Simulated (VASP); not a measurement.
# MgS (Niningerite) (Fm-3m) in VASP: further runs

Aim: see how the results for MgS (Niningerite) move with the level of theory and the settings. Levels: PBE-based global hybrid, PBE-based screened hybrid. Tasks: single point.

Everything below comes from runs of VASP 6.6.1. Logs are shortened: lines on timing, memory, paths and dates and some standing lists are left out, and cuts for length are marked.

### Step 1. The cell of the first run

The structure is cubic, space group Fm-3m (No. 225). Conventional cell: a = 5.203 Å, b = 5.203 Å, c = 5.203 Å, α = 90.00°, β = 90.00°, γ = 90.00°. Mg (site symmetry m-3m) has 6 S at 2.60 Å within 3.4 Å. S (site symmetry m-3m) has 6 Mg at 2.60 Å within 3.4 Å.

### Step 2. Single point, PBE-based global hybrid

Contents of POSCAR:

```
MgS
1.0
    0.0000000000      2.6015177399      2.6015177399
    2.6015177399      0.0000000000      2.6015177399
    2.6015177399      2.6015177399      0.0000000000
Mg S
1 1
Direct
    0.0000000000      0.0000000000      0.0000000000
    0.5000000000      0.5000000000      0.5000000000
```

Contents of INCAR.step1:

```
SYSTEM = MgS
PREC = Accurate
ENCUT = 520
EDIFF = 1E-5
ISMEAR = 0
SIGMA = 0.01
LREAL = .False.
LASPH = .True.
NELM = 100
ALGO = Normal
ISIF = 2
LWAVE = .True.
LCHARG = .False.
GGA = PE
NBANDS = 11
```

Contents of INCAR.step2:

```
SYSTEM = MgS
PREC = Accurate
ENCUT = 520
EDIFF = 1E-6
ISMEAR = 0
SIGMA = 0.01
LREAL = .False.
LASPH = .True.
NELM = 100
ALGO = Normal
ISIF = 2
LWAVE = .False.
LCHARG = .False.
GGA = PE
LHFCALC = .True.
AEXX = 1.0
PRECFOCK = Normal
ISTART = 1
NBANDS = 11
ALDAC = 1.0
AGGAC = 1.0
```

Contents of KPOINTS:

```
regular mesh
0
Gamma
  4 4 4
  0 0 0
```

Potentials or basis: VASP PAW PBE potentials, release 64 (Mg, S).

Run with:

```
$ cat potpaw_PBE.64/Mg/POTCAR potpaw_PBE.64/S/POTCAR > POTCAR
$ cp INCAR.step1 INCAR
$ mpirun -np 1 vasp_std > vasp.out
$ cp INCAR.step2 INCAR
$ mpirun -np 1 vasp_std > vasp.out
```

OUTCAR:

```text
SYSTEM = MgS
   PREC = Accurate
   ENCUT = 520
   EDIFF = 1E-6
   ISMEAR = 0
   LREAL = .False.
   LASPH = .True.
   NELM = 100
   ISIF = 2
   GGA = PE
   LHFCALC = .True.
   AEXX = 1.0
   PRECFOCK = Normal
   ISTART = 1

 ion  position               nearest neighbor table
   1  0.000  0.000  0.000-   2 2.60   2 2.60   2 2.60   2 2.60   2 2.60   2 2.60
   2  0.500  0.500  0.500-   1 2.60   1 2.60   1 2.60   1 2.60   1 2.60   1 2.60

  LATTYP: Found a face centered cubic cell.
 ALAT       =     5.2030354798

  Lattice vectors:

 A1 = (   0.0000000000,   2.6015177399,   2.6015177399)
 A2 = (   2.6015177399,   0.0000000000,   2.6015177399)
 A3 = (   2.6015177399,   2.6015177399,   0.0000000000)

Analysis of symmetry for initial positions (statically):
=====================================================================
 Subroutine PRICEL returns:
 Original cell was already a primitive cell.

 Routine SETGRP: Setting up the symmetry group for a
 face centered cubic supercell.

 Subroutine GETGRP returns: Found 48 space group operations
 (whereof 48 operations were pure point group operations)
 out of a pool of 48 trial point group operations.

The static configuration has the point symmetry O_h .

Analysis of symmetry for dynamics (positions and initial velocities):
=====================================================================
 Subroutine PRICEL returns:
 Original cell was already a primitive cell.

 Routine SETGRP: Setting up the symmetry group for a
 face centered cubic supercell.

 Subroutine GETGRP returns: Found 48 space group operations
 (whereof 48 operations were pure point group operations)
 out of a pool of 48 trial point group operations.

The dynamic configuration has the point symmetry O_h .

 Subroutine INISYM returns: Found 48 space group operations
 (whereof 48 operations are pure point group operations),
 and found     1 'primitive' translations

----------------------------------------------------------------------------------------

                                     Primitive cell

  volume of cell :      35.2136

  direct lattice vectors                    reciprocal lattice vectors
     0.000000000  2.601517740  2.601517740    -0.192195499  0.192195499  0.192195499
     2.601517740  0.000000000  2.601517740     0.192195499 -0.192195499  0.192195499
     2.601517740  2.601517740  0.000000000     0.192195499  0.192195499 -0.192195499

  length of vectors
     3.679101671  3.679101671  3.679101671     0.332892369  0.332892369  0.332892369

  position of ions in fractional coordinates (direct lattice)
     0.000000000  0.000000000  0.000000000
     0.500000000  0.500000000  0.500000000

  ion indices of the primitive-cell ions
   primitive index   ion index
                 1           1
                 2           2

----------------------------------------------------------------------------------------

 KPOINTS: regular mesh

Automatic generation of k-mesh.
 Grid dimensions read from file:
 generate k-points for:    4    4    4

 Generating k-lattice:

  Cartesian coordinates                     Fractional coordinates (reciprocal lattice)
    -0.048048875  0.048048875  0.048048875     0.250000000  0.000000000  0.000000000
     0.048048875 -0.048048875  0.048048875     0.000000000  0.250000000  0.000000000
     0.048048875  0.048048875 -0.048048875     0.000000000  0.000000000  0.250000000

  Length of vectors
     0.083223092  0.083223092  0.083223092

  Shift w.r.t. Gamma in fractional coordinates (k-lattice)
     0.000000000  0.000000000  0.000000000

 Subroutine IBZKPT returns following result:
 ===========================================

 Found      8 irreducible k-points:

 Following reciprocal coordinates:
            Coordinates               Weight
  0.000000  0.000000  0.000000      1.000000
  0.250000  0.000000  0.000000      8.000000
  0.500000  0.000000  0.000000      4.000000
  0.250000  0.250000  0.000000      6.000000
  0.500000  0.250000  0.000000     24.000000
 -0.250000  0.250000  0.000000     12.000000
  0.500000  0.500000  0.000000      3.000000
 -0.250000  0.500000  0.250000      6.000000
   k-points           NKPTS =      8   k-points in BZ     NKDIM =     64   number of bands    NBANDS=     11
   number of dos      NEDOS =    301   number of ions     NIONS =      2
   total plane-waves  NPLWV =  21952
   dimension x,y,z NGX =    28 NGY =   28 NGZ =   28
   dimension x,y,z NGXF=    56 NGYF=   56 NGZF=   56
   ions per type =               1   1
   NGX,Y,Z   is equivalent  to a cutoff of  12.65, 12.65, 12.65 a.u.
   NGXF,Y,Z  is equivalent  to a cutoff of  25.30, 25.30, 25.30 a.u.
 SYSTEM =  MgS
   PREC   = accura    normal or accurate (medium, high low for compatibility)
   ISTART =      1    job   : 0-new  1-cont  2-samecut
   ICHARG =      0    charge: 1-file 2-atom 10-const
   ISPIN  =      1    spin polarized calculation?
   LNONCOLLINEAR =      F non collinear calculations
   LSORBIT =      F    spin-orbit coupling
   LASPH  =      T    aspherical Exc in radial PAW
   ENCUT  =  520.0 eV  38.22 Ry    6.18 a.u.   6.84  6.84  6.84*2*pi/ulx,y,z
   NELM   =    100;   NELMIN=  2; NELMDL=  0     # of ELM steps
   EDIFF  = 0.1E-05   stopping-criterion for ELM
   LREAL  =      F    real-space projection
   EDIFFG = 0.1E-04   stopping-criterion for IOM
   NSW    =      0    number of steps for IOM
   IBRION =     -1    ionic relax: 0-MD 1-quasi-New 2-CG
   NFREE  =      0    steps in history (QN), initial steepest desc. (CG)
   ISIF   =      2    stress and relaxation
   ISYM   =      3    0-nonsym 1-usesym 2-fastsym
   POTIM  = 0.5000    time-step for ionic-motion
   TEBEG  =    0.0;   TEEND  =   0.0 temperature during run
   PSTRESS=    0.0 pullay stress
   NELECT =       8.0000    total number of electrons
   NUPDOWN=      -1.0000    fix difference up-down
   EMIN   =  10.00;   EMAX   =-10.00  energy-range for DOS
   EFERMI =   0.00;   METHOD = LEGACY
   ISMEAR =     0;   SIGMA  =   0.01  broadening in eV -4-tet -1-fermi 0-gaus
   EFERMI_NEDOS =   21; number of points for ismear=-14 and -15
   IALGO  =     38    algorithm
   IMIX   =      1    mixing-type and parameters
     AMIX     =   0.40;   BMIX     =  1.00
     AMIX_MAG =   1.60;   BMIX_MAG =  1.00
  volume/ion in A,a.u.               =      17.61       118.82
  Fermi-wavevector in a.u.,A,eV,Ry     =   0.998929  1.887702 13.576703  0.997860
  Thomas-Fermi vector in A             =   2.131185
   LORBIT       =      0    0 simple, 1 ext, 2 COOP (PROOUT), +10 PAW based schemes
   GGA     = PE    functional components
   LHFCALC =     T    Hartree Fock is set to
   PRECFOCK=normal    Normal, Fast or Accurate (Low or Medium for compatibility)
   ENCUT4O =  -1.0   cutoff for four orbital integrals eV
   NKREDX  =     1    reduce k-point grid by
   NKREDY  =     1    reduce k-point grid by
   NKREDZ  =     1    reduce k-point grid by
   AEXX    =    1.0000 exact exchange contribution
   HFSCREEN=    0.0000 screening length (either q_TF or 0.3 A-1)
   HFSCREENC=   0.0000 screening length for correlation (either q_TF or 0.3 A-1)
   ENCUTFOCK=  -1.0 apply spherical cutoff to Coloumb kernel
   IVDW    =     0    specifies the selected vdW correction
   LEPSILON=     F    determine dielectric tensor
   LRPA    =     F    only Hartree local field effects (RPA)
 non-spin polarized calculation
 Gauss-broadening in eV      SIGMA  =   0.01
  energy-cutoff  :      520.00
  volume of cell :       35.21
 maximum number of plane-waves:       960
  NGX = 24; NGY = 24; NGZ = 24

 number of electron       8.0000000 magnetization

 Free energy of the ion-electron system (eV)
  ---------------------------------------------------
  ext. energy  EPLUGINS =         0.00000000
  ---------------------------------------------------
  free energy    TOTEN  =       -16.60310131 eV

  energy without entropy =      -16.60310131  energy(sigma->0) =      -16.60310131

 E-fermi :  -0.5516     XC(G=0):  -1.5675

 val. band max:       -0.7135221121   @ k =   0.0000   0.0000   0.0000
 cond. band min:       9.3751809574   @ k =   0.5000   0.5000   0.0000
 fundamental gap:     10.0887030696
 Fermi energy:        -0.5516269295

 k-point     1 :       0.0000    0.0000    0.0000
  band No.  band energies     occupation
      1     -18.5076      2.00000
      2      -0.7135      2.00000
      3      -0.7135      2.00000
      4      -0.7135      2.00000
      5      10.7588      0.00000
      6      15.1497      0.00000
      7      15.1497      0.00000
      8      15.1497      0.00000
      9      18.3288      0.00000
     10      18.3288      0.00000
     11      19.7958      0.00000

 k-point     2 :       0.2500    0.0000    0.0000
  band No.  band energies     occupation
      1     -17.7382      2.00000
      2      -4.3368      2.00000
      3      -1.1414      2.00000
      4      -1.1414      2.00000
      5      11.8362      0.00000
      6      15.1413      0.00000
      7      15.1413      0.00000
      8      15.9651      0.00000
      9      18.1096      0.00000
     10      18.1096      0.00000
     11      19.8899      0.00000

 k-point     3 :       0.5000    0.0000    0.0000
  band No.  band energies     occupation
      1     -16.7137      2.00000
      2      -7.2334      2.00000
      3      -1.5195      2.00000
      4      -1.5195      2.00000
      5      11.1580      0.00000
      6      14.0553      0.00000
      7      14.0553      0.00000
      8      18.5554      0.00000
      9      20.2116      0.00000
     10      23.2542      0.00000
     11      23.2542      0.00000
[... 43 lines left out ...]
 k-point     7 :       0.5000    0.5000    0.0000
  band No.  band energies     occupation
      1     -16.1741      2.00000
      2      -6.4817      2.00000
      3      -3.0320      2.00000
      4      -3.0320      2.00000
      5       9.3752      0.00000
      6      10.7309      0.00000
      7      20.5529      0.00000
      8      21.5263      0.00000
      9      22.0488      0.00000
     10      22.0488      0.00000
     11      24.9781      0.00000

 k-point     8 :      -0.2500    0.5000    0.2500
  band No.  band energies     occupation
      1     -16.1211      2.00000
      2      -5.0851      2.00000
      3      -5.0851      2.00000
      4      -3.6577      2.00000
      5      12.3246      0.00000
      6      15.1984      0.00000
      7      15.1984      0.00000
      8      15.6295      0.00000
      9      23.0573      0.00000
     10      23.0574      0.00000
     11      24.7541      0.00000

------------------------ aborting loop because EDIFF is reached ----------------------------------------

  FORCE on cell =-STRESS in cart. coord.  units (eV):
  Direction    XX          YY          ZZ          XY          YZ          ZX
  --------------------------------------------------------------------------------------
  -------------------------------------------------------------------------------------
  Total       -1.1421976     -1.1421976     -1.1421976     -0.0000000      0.0000000     -0.0000000
  in kB      -51.9686532    -51.9686532    -51.9686532     -0.0000000      0.0000000     -0.0000000
  external PRESSURE =     -51.9686532 kB  Pullay stress =       0.0000000 kB

 VOLUME and BASIS-vectors are now :
 -----------------------------------------------------------------------------
  energy-cutoff  :      520.00
  volume of cell :       35.21
      direct lattice vectors                 reciprocal lattice vectors
     0.000000000  2.601517740  2.601517740    -0.192195499  0.192195499  0.192195499
     2.601517740  0.000000000  2.601517740     0.192195499 -0.192195499  0.192195499
     2.601517740  2.601517740  0.000000000     0.192195499  0.192195499 -0.192195499

 POSITION                                       TOTAL-FORCE (eV/Angst)
 -----------------------------------------------------------------------------------
      0.00000      0.00000      0.00000        -0.000000     -0.000000      0.000000
      2.60152      2.60152      2.60152         0.000000      0.000000      0.000000
 -----------------------------------------------------------------------------------
    total drift:                                0.000000      0.000000      0.000000

  FREE ENERGIE OF THE ION-ELECTRON SYSTEM (eV)
  ---------------------------------------------------
  free  energy   TOTEN  =       -16.6031013063 eV

  energy  without entropy=      -16.6031013063  energy(sigma->0) =      -16.60310131
```

Wall time 4 min (1 thread of AMD EPYC 7R13, shared host); peak memory 0.14 GiB.

What came out:

- Free energy: -16.6031 eV
- Pressure: -5.2 GPa
- Band gap on the k mesh: 10.09 eV, indirect (least direct gap 11.47 eV)

Levels at points of the mesh, in eV from the valence-band top:
```tsv
k point	band 1	band 2	band 3	band 4	band 5	band 6	band 7	band 8	band 9
(0.00, 0.00, 0.00)	-17.79	0.00	0.00	0.00	11.47	15.86	15.86	15.86	19.04
(0.50, 0.00, 0.00)	-16.00	-6.52	-0.81	-0.81	11.87	14.77	14.77	19.27	20.93
(0.50, 0.50, 0.00)	-15.46	-5.77	-2.32	-2.32	10.09	11.44	21.27	22.24	22.76
```

Caveat: the k points lie up to 0.52 Å⁻¹ apart; the PAW data sets were made with another functional, which shifts forces and pressure a little.

### Step 3. Single point, PBE-based screened hybrid

POSCAR is that of step 2.

Contents of INCAR.step1:

```
SYSTEM = MgS
PREC = Accurate
ENCUT = 520
EDIFF = 1E-5
ISMEAR = 0
SIGMA = 0.01
LREAL = .FALSE.
LASPH = .TRUE.
NELM = 60
ALGO = Normal
ISIF = 2
LWAVE = .TRUE.
LCHARG = .FALSE.
NBANDS = 11
GGA = PE
```

Contents of INCAR.step2:

```
SYSTEM = MgS
PREC = Accurate
ENCUT = 520
EDIFF = 1E-6
ISMEAR = 0
SIGMA = 0.01
LREAL = .FALSE.
LASPH = .TRUE.
NELM = 60
ALGO = Normal
ISIF = 2
LWAVE = .FALSE.
LCHARG = .FALSE.
GGA = PE
LHFCALC = .TRUE.
AEXX = 0.4
HFSCREEN = 0.3
PRECFOCK = Normal
NBANDS = 11
ISTART = 1
```

Contents of KPOINTS:

```
regular mesh
0
G
  4 4 4
  0 0 0
```

Potentials or basis: VASP PAW PBE potentials, release 64 (Mg, S).

Run with:

```
$ cat potpaw_PBE.64/Mg/POTCAR potpaw_PBE.64/S/POTCAR > POTCAR
$ cp INCAR.step1 INCAR
$ mpirun -np 1 vasp_std > vasp.out
$ cp INCAR.step2 INCAR
$ mpirun -np 1 vasp_std > vasp.out
```

It took 3.5 min on 1 thread of AMD EPYC 7R13, shared host; peak memory 0.24 GiB.

The run converged. Its results:

```
Free energy            : -10.3476 eV
Pressure               : -1.1 GPa
Band gap on the k mesh : 4.01 eV, indirect (least direct gap 5.15 eV)
```

Levels at points of the mesh, in eV from the valence-band top:
```tsv
k point	band 1	band 2	band 3	band 4	band 5	band 6	band 7	band 8
(0.00, 0.00, 0.00)	-14.59	0.00	0.00	0.00	5.15	9.43	9.43	9.43
(0.50, 0.00, 0.00)	-13.10	-5.40	-0.67	-0.67	5.85	8.37	8.37	12.05
(0.50, 0.50, 0.00)	-12.66	-4.72	-1.90	-1.90	4.01	5.59	14.03	14.81
```

Caveat: the k points lie up to 0.52 Å⁻¹ apart; the PAW data sets were made with another functional, which shifts forces and pressure a little. A k mesh can miss the band edges.
